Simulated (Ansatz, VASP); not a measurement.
## One calculation of InTe4W, two programs

```
In Te W
1.0
     3.25976    0.00000    0.00000
     0.00000    3.25976    0.00000
     0.00000    0.00000   16.40578
In Te W
1 4 1
Direct
  0.00000 0.00000 0.00000
  0.50000 0.50000 0.16895
  0.00000 0.00000 0.60369
  0.00000 0.00000 0.39631
  0.50000 0.50000 0.83105
  0.50000 0.50000 0.50000
```

Change from the starting cell: species swapped into the Hf4AgPd type (P4/mmm, No. 123).

Alike in both runs: functional PBE; k mesh 12 × 12 × 4; occupations gaussian, width 0.1 eV; no spin polarisation.

Ansatz relaxed the structure, and its values are those at the end. VASP's run is a single point on that final structure, the one shown.

```csv
,VASP,Ansatz
version,VASP 6.6.1,Ansatz 0.2.0
potentials or method,"VASP PAW PBE potentials, release 64 (In_d, Te, W_sv), cutoff 520 eV","scalar-relativistic, plane waves, PAW"
valence electrons in the cell,51,91
```

```tsv
	VASP	Ansatz	Ansatz less VASP
gap on the k mesh at the Fermi level (eV)	none	none	-
pressure (GPa)	0.0	0.0	+0.01
rms of the force components (eV/Å)	0.004	0.000	-0.0037
```

A gap of «none» marks a metal or a gap that the smearing closes. The functional is the same, so the differences come from potentials, cutoffs and numerics. VASP's potentials hold 51 valence electrons a cell and Ansatz's 91, so a difference there can come from the potentials and not from the codes.

Spin-orbit coupling is off throughout.
